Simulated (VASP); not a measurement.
# MnS (F-43m) in VASP: a series of runs, part 2 of 2

VASP 6.6.1. Earlier steps stand in the parts before.

## (3) Single point, PBE (15.11 Å³/atom)

This run uses another cell than the first one, of 15.11 Å³/atom.

Contents of INCAR:

```
SYSTEM = MnS
PREC = Accurate ; ENCUT = 520
EDIFF = 1E-6 ; ISMEAR = 0
SIGMA = 0.05 ; LREAL = .FALSE.
LASPH = .TRUE. ; NELM = 60
ALGO = Normal ; ISIF = 2
LWAVE = .FALSE. ; LCHARG = .FALSE.
GGA = PE ; NBANDS = 16
```

Contents of KPOINTS:

```
regular mesh
0
G
  10 10 10
  0 0 0
```

Contents of POSCAR:

```
MnS
1.0
    0.0000000000      2.4720496165      2.4720496165
    2.4720496165      0.0000000000      2.4720496165
    2.4720496165      2.4720496165      0.0000000000
Mn S
1 1
Direct
    0.0000000000      0.0000000000      0.0000000000
    0.2500000000      0.2500000000      0.2500000000
```

Potentials or basis: VASP PAW PBE potentials, release 64 (Mn_pv, S).

The run is started by

```bash
$ cat potpaw_PBE.64/Mn_pv/POTCAR potpaw_PBE.64/S/POTCAR > POTCAR
$ mpirun -np 1 vasp_std > vasp.out
```

OUTCAR:

```text
SYSTEM = MnS
   PREC = Accurate
   ENCUT = 520
   EDIFF = 1E-6
   ISMEAR = 0
   LREAL = .FALSE.
   LASPH = .TRUE.
   NELM = 60
   ISIF = 2
   GGA = PE

 ion  position               nearest neighbor table
   1  0.000  0.000  0.000-   2 2.14   2 2.14   2 2.14   2 2.14
   2  0.250  0.250  0.250-   1 2.14   1 2.14   1 2.14   1 2.14

  LATTYP: Found a face centered cubic cell.
 ALAT       =     4.9440992330

  Lattice vectors:

 A1 = (   0.0000000000,   2.4720496165,   2.4720496165)
[... 642 lines left out ...]

------------------------ aborting loop because EDIFF is reached ----------------------------------------

  FORCE on cell =-STRESS in cart. coord.  units (eV):
  Direction    XX          YY          ZZ          XY          YZ          ZX
  --------------------------------------------------------------------------------------
  -------------------------------------------------------------------------------------
  Total        0.5829425      0.5829425      0.5829425     -0.0000000     -0.0000000      0.0000000
  in kB       30.9125458     30.9125458     30.9125458     -0.0000000     -0.0000000      0.0000000
  external PRESSURE =      30.9125458 kB  Pullay stress =       0.0000000 kB

 VOLUME and BASIS-vectors are now :
 -----------------------------------------------------------------------------
  energy-cutoff  :      520.00
  volume of cell :       30.21
      direct lattice vectors                 reciprocal lattice vectors
     0.000000000  2.472049617  2.472049617    -0.202261313  0.202261313  0.202261313
     2.472049617  0.000000000  2.472049617     0.202261313 -0.202261313  0.202261313
     2.472049617  2.472049617  0.000000000     0.202261313  0.202261313 -0.202261313

 POSITION                                       TOTAL-FORCE (eV/Angst)
 -----------------------------------------------------------------------------------
      0.00000      0.00000      0.00000         0.000000      0.000000      0.000000
      1.23602      1.23602      1.23602        -0.000000     -0.000000     -0.000000
 -----------------------------------------------------------------------------------
    total drift:                                0.000000      0.000000      0.000001

  FREE ENERGIE OF THE ION-ELECTRON SYSTEM (eV)
  ---------------------------------------------------
  free  energy   TOTEN  =       -13.6716660656 eV

  energy  without entropy=      -13.6672073466  energy(sigma->0) =      -13.66943671
```

OSZICAR:

```text
N       E                     dE             d eps       ncg     rms          rms(c)
DAV:   1     0.146885529265E+03    0.14689E+03   -0.10659E+04  1504   0.126E+03
DAV:   2    -0.881078317748E+01   -0.15570E+03   -0.15054E+03  1696   0.339E+02
DAV:   3    -0.151410566188E+02   -0.63303E+01   -0.62580E+01  1856   0.747E+01
DAV:   4    -0.152133582663E+02   -0.72302E-01   -0.72294E-01  1744   0.840E+00
DAV:   5    -0.152147424393E+02   -0.13842E-02   -0.13842E-02  1840   0.118E+00    0.159E+01
DAV:   6    -0.155325201202E+02   -0.31778E+00   -0.20498E+01  1504   0.553E+01    0.130E+01
DAV:   7    -0.136939055575E+02    0.18386E+01   -0.77923E+00  1504   0.373E+01    0.519E+00
DAV:   8    -0.136710000970E+02    0.22905E-01   -0.22642E-01  1536   0.514E+00    0.693E-01
DAV:   9    -0.136715709981E+02   -0.57090E-03   -0.18058E-02  1704   0.129E+00    0.241E-01
DAV:  10    -0.136716393303E+02   -0.68332E-04   -0.48840E-04  1800   0.195E-01    0.168E-01
DAV:  11    -0.136716695898E+02   -0.30259E-04   -0.13181E-04  1632   0.106E-01    0.439E-02
DAV:  12    -0.136716666660E+02    0.29238E-05   -0.39867E-05  1768   0.814E-02    0.226E-02
DAV:  13    -0.136716660656E+02    0.60037E-06   -0.65719E-06  1624   0.284E-02
   1 F= -.13671666E+02 E0= -.13669437E+02  d E =-.445872E-02
```

stdout:

```text
POSCAR found type information on POSCAR MnS
 POSCAR found :  2 types and       2 ions
 scaLAPACK will be used
 LDA part: xc-table for (Slater+PW92), standard interpolation
 POSCAR, INCAR and KPOINTS ok, starting setup
 FFT: planning ... GRIDC
 FFT: planning ... GRID_SOFT
 FFT: planning ... GRID
 WAVECAR not read
 entering main loop
```

It took 22 s on 1 thread of Intel Xeon Platinum 8259CL at 2.50GHz (Skylake/Cascade Lake), shared host; peak memory 0.16 GiB.

What came out:

- Free energy: -13.6717 eV
- Pressure: 3.1 GPa
- Band gap on the k mesh: zero (an odd number of electrons rules out a gap without spin polarisation)

Levels at points of the mesh, in eV from the Fermi level:
| k point | band 7 | band 8 | band 9 | band 10 | band 11 | band 12 |
| --- | --- | --- | --- | --- | --- | --- |
| (0.00, 0.00, 0.00) | -4.67 | -0.72 | -0.72 | 3.75 | 3.75 | 3.75 |
| (0.50, 0.00, 0.00) | -4.38 | -0.46 | -0.46 | -0.26 | 1.98 | 1.98 |
| (0.50, 0.50, 0.00) | -4.02 | -1.67 | -0.14 | -0.05 | 0.31 | 0.31 |

Caveat: the cell stands under pressure; the run has no spin polarisation, though such a crystal can be magnetic; semilocal functionals often make such compounds metallic where correlation or magnetic order opens a gap, which also shifts bond lengths. With open d or f shells a metallic result of PBE can be an artefact of self-interaction; +U or a hybrid may open a gap.

## (4) Single point, PBE (15.72 Å³/atom)

This run uses another cell than the first one, of 15.72 Å³/atom.

Changes to INCAR since step 3:

```diff
@@ -4,3 +4,3 @@
 SIGMA = 0.05 ; LREAL = .FALSE.
-LASPH = .TRUE. ; NELM = 60
+LASPH = .TRUE. ; NELM = 100
 ALGO = Normal ; ISIF = 2
```

KPOINTS is that of step 3.

Contents of POSCAR:

```
MnS
1.0
    0.0000000000      2.5052354505      2.5052354505
    2.5052354505      0.0000000000      2.5052354505
    2.5052354505      2.5052354505      0.0000000000
Mn S
1 1
Direct
    0.0000000000      0.0000000000      0.0000000000
    0.2500000000      0.2500000000      0.2500000000
```

The run is started by

```bash
$ cat potpaw_PBE.64/Mn_pv/POTCAR potpaw_PBE.64/S/POTCAR > POTCAR
$ mpirun -np 1 vasp_std > vasp.out
```

Wall time 24 s (1 thread of Intel Xeon Platinum 8259CL at 2.50GHz (Skylake/Cascade Lake), shared host); peak memory 0.16 GiB.

It converged, with:

```
Free energy            : -13.6744 eV
Pressure               : -2.3 GPa
Band gap on the k mesh : zero (an odd number of electrons rules out a gap without spin polarisation)
```

Levels at points of the mesh, in eV from the Fermi level:
```csv
k point,band 6,band 7,band 8,band 9,band 10,band 11,band 12,band 13
"(0.00, 0.00, 0.00)",-4.53,-4.53,-0.67,-0.67,3.52,3.52,3.52,3.61
"(0.50, 0.00, 0.00)",-4.26,-4.26,-0.43,-0.43,-0.25,1.87,1.87,5.39
"(0.50, 0.50, 0.00)",-3.95,-3.95,-1.53,-0.15,-0.05,0.31,0.31,5.39
```

Caveat: the run has no spin polarisation, though such a crystal can be magnetic; semilocal functionals often make such compounds metallic where correlation or magnetic order opens a gap, which also shifts bond lengths.

## (5) Single point, PBE (16.03 Å³/atom)

This run uses another cell than the first one, of 16.03 Å³/atom.

Contents of INCAR:

```
SYSTEM = MnS
PREC = Accurate
ENCUT = 520
EDIFF = 1E-6
ISMEAR = 0
SIGMA = 0.05
LREAL = .FALSE.
LASPH = .TRUE.
NELM = 80
ALGO = Normal
ISIF = 2
LWAVE = .FALSE.
LCHARG = .TRUE.
GGA = PE
LELF = .TRUE.
LVHAR = .TRUE.
NBANDS = 16
```

KPOINTS is that of step 4.

Contents of POSCAR:

```
MnS
1.0
    0.0000000000      2.5215036690      2.5215036690
    2.5215036690      0.0000000000      2.5215036690
    2.5215036690      2.5215036690      0.0000000000
Mn S
1 1
Direct
    0.0000000000      0.0000000000      0.0000000000
    0.2500000000      0.2500000000      0.2500000000
```

The run is started by

```bash
$ cat potpaw_PBE.64/Mn_pv/POTCAR potpaw_PBE.64/S/POTCAR > POTCAR
$ mpirun -np 1 vasp_std > vasp.out
```

Run time: 23 s. Hardware: 1 thread of Intel Xeon Platinum 8259CL at 2.50GHz (Skylake/Cascade Lake), shared host; peak memory 0.16 GiB.

The run converged. Its results:

```
Free energy            : -13.6612 eV
Pressure               : -4.6 GPa
Band gap on the k mesh : zero (an odd number of electrons rules out a gap without spin polarisation)
```

Levels at points of the mesh, in eV from the Fermi level:
```csv
k point,band 7,band 8,band 9,band 10,band 11,band 12
"(0.00, 0.00, 0.00)",-4.46,-0.65,-0.65,3.42,3.42,3.42
"(0.50, 0.00, 0.00)",-4.20,-0.42,-0.42,-0.24,1.81,1.81
"(0.50, 0.50, 0.00)",-3.92,-1.47,-0.15,-0.05,0.30,0.30
```

Caveat: the cell stands under tension; the run has no spin polarisation, though such a crystal can be magnetic; semilocal functionals often make such compounds metallic where correlation or magnetic order opens a gap, which also shifts bond lengths.

## (6) Summary

```tsv
cell	gap on the mesh (eV)	pressure (GPa)
a = 3.472 Å, angles 60.0°, 2 atoms	none	6.3
a = 3.496 Å, angles 60.0°, 2 atoms	none	3.1
a = 3.543 Å, angles 60.0°, 2 atoms	none	-2.3
a = 3.566 Å, angles 60.0°, 2 atoms	none	-4.6
```

Alike in all rows: task single point; level PBE; potentials or basis VASP PAW PBE potentials, release 64 (Mn_pv, S); no spin polarisation; k mesh 10 × 10 × 10; cutoff (eV) 520; smearing gaussian 0.05 eV.

Caveats: the run has no spin polarisation, though such a crystal can be magnetic; semilocal functionals often make such compounds metallic where correlation or magnetic order opens a gap, which also shifts bond lengths; the cell stands under pressure (at least some runs); the cell stands under tension (at least some runs).

Total energies depend on the potentials used, so only differences within one code and one set of settings carry meaning.
